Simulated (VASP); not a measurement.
Set up this calculation in VASP 6.6.1, as the native input.

```
Task                   : electric field gradients
Functional             : PBE
Potentials or basis    : VASP PAW PBE potentials, release 64 (Cu, O)
Cutoff                 : 520 eV
k mesh                 : 10 × 10 × 5
Occupations            : fermi-dirac, width 0.05 eV
Spin                   : no spin polarisation
Dipole correction      : no
Further INCAR settings : ALGO = Normal; EDIFF = 1e-08; NBANDS = 25
```

The structure of CuO (Tenorite) lies in POSCAR:

```
CuO
1.0
    2.3446500000     -1.7134000000      0.0000000000
    2.3446500000      1.7134000000      0.0000000000
   -0.8605543552      0.0000000000      5.0594363927
Cu O
2 2
Direct
    0.4968000000      0.0032000000      0.5000000000
    0.0032000000      0.4968000000      0.0000000000
    0.4056000000      0.5714000000      0.7537000000
    0.5714000000      0.4056000000      0.2537000000
```

The input as run:

INCAR

```
SYSTEM = CuO
PREC = Accurate
ENCUT = 520
EDIFF = 1E-8
ISMEAR = -1
SIGMA = 0.05
LREAL = .False.
LASPH = .True.
NELM = 80
ALGO = Normal
ISIF = 2
LWAVE = .False.
LCHARG = .False.
GGA = PE
LEFG = .True.
NBANDS = 25
```

KPOINTS

```
Automatic mesh
0
Gamma
  10 10 5
  0 0 0
```

Potentials or basis: VASP PAW PBE potentials, release 64 (Cu, O).

The run is started by

```bash
$ cat potpaw_PBE.64/Cu/POTCAR potpaw_PBE.64/O/POTCAR > POTCAR
$ mpirun -np 1 vasp_std > vasp.out
```

Results of the run:

```
Pressure               : 6.4 GPa
Largest force          : 0.789 eV/Å
Band gap on the k mesh : zero (band 17 reaches 5.95 eV, above the bottom of band 18 at 5.35 eV)
```

Caveat: without QUAD_EFG the Cq values of the log hold for a quadrupole moment of 1 mb, not for the nuclei; semilocal functionals often make such compounds metallic where correlation or magnetic order opens a gap, which also shifts bond lengths.

Wall time 86 s on 1 thread of Intel(R) Xeon(R) Platinum 8488C (Sapphire Rapids) (shared host), peak memory 0.24 GiB.
